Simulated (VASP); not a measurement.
# SnSe (Cmcm) in VASP: a series of runs

SnSe is run at these levels: PBE+D3(BJ); tasks: single point.

Everything below comes from runs of VASP 6.6.1. Logs are shortened: lines on timing, memory, paths and dates and some standing lists are left out, and cuts for length are marked.

**1. The cell of the first run**

The structure is orthorhombic, space group Cmcm (No. 63). The conventional cell has a = 4.550 Å, b = 12.357 Å, c = 3.875 Å, α = 90.00°, β = 90.00°, γ = 90.00°. Within 4.0 Å of Sn (site symmetry m2m) lie 7 Se at 2.92 to 3.98 Å and 4 Sn at 3.54 to 3.87 Å. Se (site symmetry m2m) has 7 Sn at 2.92 to 3.98 Å and 8 Se at 3.87 to 4.05 Å within 4.1 Å.

**2. Single point, PBE+D3(BJ)**

File INCAR:

```
SYSTEM = SnSe
ALGO = Normal
EDIFF = 1E-7
ENCUT = 520
GGA = PE
ISIF = 2
ISMEAR = 0
IVDW = 12
LASPH = .TRUE.
LCHARG = .TRUE.
LELF = .TRUE.
LREAL = .FALSE.
LVHAR = .TRUE.
LWAVE = .FALSE.
NBANDS = 28
NELM = 80
PREC = Accurate
SIGMA = 0.05
```

File KPOINTS:

```
k-points
0
G
  8 8 8
  0 0 0
```

File POSCAR:

```
SnSe
1.0
    2.2749627987     -6.1782922411      0.0000000000
    2.2749627987      6.1782922411      0.0000000000
    0.0000000000      0.0000000000      3.8746152947
Sn Se
2 2
Direct
    0.8800000000      0.1200000000      0.2500000000
    0.1200000000      0.8800000000      0.7500000000
    0.6440000000      0.3560000000      0.2500000000
    0.3560000000      0.6440000000      0.7500000000
```

Potentials or basis: VASP PAW PBE potentials, release 64 (Sn_d, Se).

On the command line:

```console
cat potpaw_PBE.64/Sn_d/POTCAR potpaw_PBE.64/Se/POTCAR > POTCAR
mpirun -np 1 vasp_std > vasp.out
```

OUTCAR:

```text
SYSTEM = SnSe
   EDIFF = 1E-7
   ENCUT = 520
   GGA = PE
   ISIF = 2
   ISMEAR = 0
   IVDW = 12
   LASPH = .TRUE.
   LREAL = .FALSE.
   NELM = 80
   PREC = Accurate
 IVDW          = 12

 ion  position               nearest neighbor table
   1  0.880  0.120  0.250-   3 2.92   4 3.00   4 3.00   4 3.00   4 3.00   2 3.54   2 3.54
   2  0.120  0.880  0.750-   4 2.92   3 3.00   3 3.00   3 3.00   3 3.00   1 3.54   1 3.54
   3  0.644  0.356  0.250-   1 2.92   2 3.00   2 3.00   2 3.00   2 3.00
   4  0.356  0.644  0.750-   2 2.92   1 3.00   1 3.00   1 3.00   1 3.00

  LATTYP: Found a base centered orthorhombic cell.
 ALAT       =     4.5499255974
 B/A-ratio  =     2.7157772622
 C/A-ratio  =     0.8515777262

  Lattice vectors:

 A1 = (   2.2749627987,  -6.1782922411,   0.0000000000)
 A2 = (   2.2749627987,   6.1782922411,   0.0000000000)
 A3 = (   0.0000000000,   0.0000000000,   3.8746152947)

Analysis of symmetry for initial positions (statically):
=====================================================================
 Subroutine PRICEL returns:
 Original cell was already a primitive cell.

 Routine SETGRP: Setting up the symmetry group for a
 base centered orthorhombic supercell.

 Subroutine GETGRP returns: Found  8 space group operations
 (whereof  4 operations were pure point group operations)
 out of a pool of  8 trial point group operations.

The static configuration has the point symmetry C_2h.
 The point group associated with its full space group is D_2h.

Analysis of symmetry for dynamics (positions and initial velocities):
=====================================================================
 Subroutine PRICEL returns:
 Original cell was already a primitive cell.

 Routine SETGRP: Setting up the symmetry group for a
 base centered orthorhombic supercell.

 Subroutine GETGRP returns: Found  8 space group operations
 (whereof  4 operations were pure point group operations)
 out of a pool of  8 trial point group operations.

The dynamic configuration has the point symmetry C_2h.
 The point group associated with its full space group is D_2h.

 Subroutine INISYM returns: Found  8 space group operations
 (whereof  4 operations are pure point group operations),
 and found     1 'primitive' translations

----------------------------------------------------------------------------------------

                                     Primitive cell

  volume of cell :     108.9184

  direct lattice vectors                    reciprocal lattice vectors
     2.274962799 -6.178292241  0.000000000     0.219783814 -0.080928512  0.000000000
     2.274962799  6.178292241  0.000000000     0.219783814  0.080928512  0.000000000
     0.000000000  0.000000000  3.874615295     0.000000000  0.000000000  0.258090139

  length of vectors
     6.583824933  6.583824933  3.874615295     0.234210053  0.234210053  0.258090139

  position of ions in fractional coordinates (direct lattice)
     0.880000000  0.120000000  0.250000000
     0.120000000  0.880000000  0.750000000
     0.644000000  0.356000000  0.250000000
     0.356000000  0.644000000  0.750000000

  ion indices of the primitive-cell ions
   primitive index   ion index
                 1           1
                 2           2
                 3           3
                 4           4

----------------------------------------------------------------------------------------

 KPOINTS: k-points

Automatic generation of k-mesh.
 Grid dimensions read from file:
 generate k-points for:    8    8    8

 Generating k-lattice:

  Cartesian coordinates                     Fractional coordinates (reciprocal lattice)
     0.027472977 -0.010116064  0.000000000     0.125000000 -0.000000000  0.000000000
     0.027472977  0.010116064  0.000000000    -0.000000000  0.125000000  0.000000000
     0.000000000  0.000000000  0.032261267     0.000000000  0.000000000  0.125000000

  Length of vectors
     0.029276257  0.029276257  0.032261267

  Shift w.r.t. Gamma in fractional coordinates (k-lattice)
     0.000000000  0.000000000  0.000000000

 Subroutine IBZKPT returns following result:
 ===========================================

 Found    105 irreducible k-points:

 Following reciprocal coordinates:
            Coordinates               Weight
  0.000000  0.000000  0.000000      1.000000
  0.125000 -0.000000  0.000000      4.000000
  0.250000 -0.000000  0.000000      4.000000
  0.375000  0.000000  0.000000      4.000000
  0.500000 -0.000000  0.000000      2.000000
  0.125000  0.125000  0.000000      2.000000
[... 16 lines left out ...]
  0.125000 -0.000000  0.125000      8.000000
  0.250000 -0.000000  0.125000      8.000000
 [... further k-points ...]
   k-points           NKPTS =    105   k-points in BZ     NKDIM =    105   number of bands    NBANDS=     28
   number of dos      NEDOS =    301   number of ions     NIONS =      4
   total plane-waves  NPLWV =  75000
   dimension x,y,z NGX =    50 NGY =   50 NGZ =   30
   dimension x,y,z NGXF=   100 NGYF=  100 NGZF=   60
   ions per type =               2   2
   NGX,Y,Z   is equivalent  to a cutoff of  12.63, 12.63, 12.87 a.u.
   NGXF,Y,Z  is equivalent  to a cutoff of  25.25, 25.25, 25.74 a.u.
 SYSTEM =  SnSe
   PREC   = accura    normal or accurate (medium, high low for compatibility)
   ISTART =      0    job   : 0-new  1-cont  2-samecut
   ICHARG =      2    charge: 1-file 2-atom 10-const
   ISPIN  =      1    spin polarized calculation?
   LNONCOLLINEAR =      F non collinear calculations
   LSORBIT =      F    spin-orbit coupling
   LASPH  =      T    aspherical Exc in radial PAW
   ENCUT  =  520.0 eV  38.22 Ry    6.18 a.u.  12.24 12.24  7.20*2*pi/ulx,y,z
   NELM   =     80;   NELMIN=  2; NELMDL= -5     # of ELM steps
   EDIFF  = 0.1E-06   stopping-criterion for ELM
   LREAL  =      F    real-space projection
   EDIFFG = 0.1E-05   stopping-criterion for IOM
   NSW    =      0    number of steps for IOM
   IBRION =     -1    ionic relax: 0-MD 1-quasi-New 2-CG
   NFREE  =      0    steps in history (QN), initial steepest desc. (CG)
   ISIF   =      2    stress and relaxation
   ISYM   =      2    0-nonsym 1-usesym 2-fastsym
   POTIM  = 0.5000    time-step for ionic-motion
   TEBEG  =    0.0;   TEEND  =   0.0 temperature during run
   PSTRESS=    0.0 pullay stress
   NELECT =      40.0000    total number of electrons
   NUPDOWN=      -1.0000    fix difference up-down
   EMIN   =  10.00;   EMAX   =-10.00  energy-range for DOS
   EFERMI =   0.00;   METHOD = LEGACY
   ISMEAR =     0;   SIGMA  =   0.05  broadening in eV -4-tet -1-fermi 0-gaus
   EFERMI_NEDOS =   21; number of points for ismear=-14 and -15
   IALGO  =     38    algorithm
   IMIX   =      4    mixing-type and parameters
     AMIX     =   0.40;   BMIX     =  1.00
     AMIX_MAG =   1.60;   BMIX_MAG =  1.00
  volume/ion in A,a.u.               =      27.23       183.75
  Fermi-wavevector in a.u.,A,eV,Ry     =   1.172360  2.215439 18.700233  1.374428
  Thomas-Fermi vector in A             =   2.308790
   LORBIT       =      0    0 simple, 1 ext, 2 COOP (PROOUT), +10 PAW based schemes
   GGA     = PE    functional components
   LHFCALC =     F    Hartree Fock is set to
   AEXX    =    0.0000 exact exchange contribution
   IVDW    =    12    specifies the selected vdW correction
   LEPSILON=     F    determine dielectric tensor
   LRPA    =     F    only Hartree local field effects (RPA)
 non-spin polarized calculation
 Gauss-broadening in eV      SIGMA  =   0.05
  energy-cutoff  :      520.00
  volume of cell :      108.92
 maximum number of plane-waves:      2956
 NGX is ok and might be reduce to    50
   NGX = 25   NGY = 25   NGZ = 15

 number of electron      39.9999992 magnetization

 Free energy of the ion-electron system (eV)
  ---------------------------------------------------
  ext. energy  EPLUGINS =         0.00000000
  ---------------------------------------------------
  free energy    TOTEN  =       -16.11827124 eV

  energy without entropy =      -16.11761345  energy(sigma->0) =      -16.11794234

 E-fermi :   5.3886     XC(G=0):  -9.6414

 val. band max:        5.3844532980   @ k =   0.0000   0.0000   0.5000
 cond. band min:       5.4215314462   @ k =   0.5000   0.1250   0.0000
 fundamental gap:      0.0370781481
 Fermi energy:         5.3886254117

 k-point     1 :       0.0000    0.0000    0.0000
  band No.  band energies     occupation
      1     -16.2595      2.00000
      2     -16.2438      2.00000
      3     -16.2383      2.00000
      4     -16.2251      2.00000
      5     -16.2212      2.00000
      6     -16.2181      2.00000
[... 20 lines left out ...]
     27      11.2423      0.00000
     28      11.2448      0.00000

 k-point     2 :       0.1250   -0.0000    0.0000
  band No.  band energies     occupation
      1     -16.2591      2.00000
      2     -16.2433      2.00000
      3     -16.2380      2.00000
      4     -16.2259      2.00000
      5     -16.2216      2.00000
      6     -16.2185      2.00000
[... 20 lines left out ...]
     27      10.8325      0.00000
     28      11.4017      0.00000

 k-point     3 :       0.2500   -0.0000    0.0000
  band No.  band energies     occupation
      1     -16.2580      2.00000
      2     -16.2423      2.00000
      3     -16.2373      2.00000
      4     -16.2277      2.00000
      5     -16.2224      2.00000
      6     -16.2189      2.00000
[... 20 lines left out ...]
     27      10.7451      0.00000
     28      11.8036      0.00000

 k-point     4 :       0.3750    0.0000    0.0000
  band No.  band energies     occupation
      1     -16.2569      2.00000
      2     -16.2414      2.00000
      3     -16.2365      2.00000
      4     -16.2297      2.00000
      5     -16.2233      2.00000
      6     -16.2187      2.00000
[... 20 lines left out ...]
     27      11.7319      0.00000
     28      12.3818      0.00000

 k-point     5 :       0.5000   -0.0000    0.0000
  band No.  band energies     occupation
      1     -16.2565      2.00000
      2     -16.2411      2.00000
      3     -16.2361      2.00000
      4     -16.2305      2.00000
      5     -16.2236      2.00000
      6     -16.2185      2.00000
[... 20 lines left out ...]
     27      12.8551      0.00000
     28      12.9515      0.00000

 k-point     6 :       0.1250    0.1250    0.0000
  band No.  band energies     occupation
      1     -16.2583      2.00000
      2     -16.2421      2.00000
      3     -16.2378      2.00000
      4     -16.2272      2.00000
      5     -16.2229      2.00000
      6     -16.2173      2.00000
[... 463 lines left out ...]
      5     -16.2273      2.00000
      6     -16.2190      2.00000
[... 20 lines left out ...]
     27      11.4014      0.00000
     28      11.8118      0.00000

 k-point    22 :       0.0000    0.0000    0.1250
  band No.  band energies     occupation
      1     -16.2534      2.00000
      2     -16.2396      2.00000
      3     -16.2395      2.00000
      4     -16.2279      2.00000
      5     -16.2244      2.00000
      6     -16.2186      2.00000
[... 20 lines left out ...]
     27      10.2967      0.00000
     28      11.9780      0.00000

 k-point    23 :       0.1250   -0.0000    0.1250
  band No.  band energies     occupation
      1     -16.2531      2.00000
      2     -16.2394      2.00000
      3     -16.2388      2.00000
      4     -16.2289      2.00000
      5     -16.2249      2.00000
      6     -16.2190      2.00000
[... 20 lines left out ...]
     27      11.0825      0.00000
     28      12.1068      0.00000

 k-point    24 :       0.2500   -0.0000    0.1250
  band No.  band energies     occupation
      1     -16.2522      2.00000
      2     -16.2385      2.00000
      3     -16.2375      2.00000
      4     -16.2313      2.00000
      5     -16.2261      2.00000
      6     -16.2193      2.00000
[... 20 lines left out ...]
     27      11.4920      0.00000
     28      11.9937      0.00000

 [... further k-points ...]

------------------------ aborting loop because EDIFF is reached ----------------------------------------

 Edisp (eV)   -1.41831

 E8    (eV) :    -0.6394

  FORCE on cell =-STRESS in cart. coord.  units (eV):
  Direction    XX          YY          ZZ          XY          YZ          ZX
  --------------------------------------------------------------------------------------
  -------------------------------------------------------------------------------------
  Total      -3.14401    -4.03210     1.07779     0.00000     0.00000     0.00000
  in kB     -46.24805   -59.31168    15.85416     0.00000     0.00000     0.00000
  external pressure =      -29.90 kB  Pullay stress =        0.00 kB

 VOLUME and BASIS-vectors are now :
 -----------------------------------------------------------------------------
  energy-cutoff  :      520.00
  volume of cell :      108.92
      direct lattice vectors                 reciprocal lattice vectors
     2.274962799 -6.178292241  0.000000000     0.219783814 -0.080928512  0.000000000
     2.274962799  6.178292241  0.000000000     0.219783814  0.080928512  0.000000000
     0.000000000  0.000000000  3.874615295     0.000000000  0.000000000  0.258090139

 POSITION                                       TOTAL-FORCE (eV/Angst)
 -----------------------------------------------------------------------------------
      2.27496     -4.69550      0.96865         0.000000      0.481171     -0.000000
      2.27496      4.69550      2.90596         0.000000     -0.481171      0.000000
      2.27496     -1.77935      0.96865         0.000000     -0.388457     -0.000000
      2.27496      1.77935      2.90596         0.000000      0.388457      0.000000
 -----------------------------------------------------------------------------------
    total drift:                                0.000000      0.000000     -0.000000

  FREE ENERGIE OF THE ION-ELECTRON SYSTEM (eV)
  ---------------------------------------------------
  free  energy   TOTEN  =       -17.5365842612 eV

  energy  without entropy=      -17.5359264767  energy(sigma->0) =      -17.53625537
```

It took 6.2 min on 1 thread of Intel Xeon 8259CL, shared host; peak memory 0.45 GiB.

What came out:

```
Free energy                : -17.5366 eV
Pressure                   : -3.0 GPa
Largest force              : 0.481 eV/Å
Band gap on the k mesh     : zero (bands 20 and 21 overlap by 0.73 eV)
Dispersion energy per atom : -0.355 eV
```

Forces on the atoms (eV/Å):
```
Sn   0.000  0.481  0.000
Sn   0.000 -0.481  0.000
Se   0.000 -0.388  0.000
Se   0.000  0.388  0.000
```

Caveat: the stress differs along the axes, from -6 to 2 GPa; semilocal functionals underestimate gaps, and a narrow one can read as zero; spin-orbit coupling is left out, which moves the levels of the heavy elements.

(Part 1 of 3 ends here.)

The gap in the log of VASP goes by the Fermi energy; the results here count the filled bands.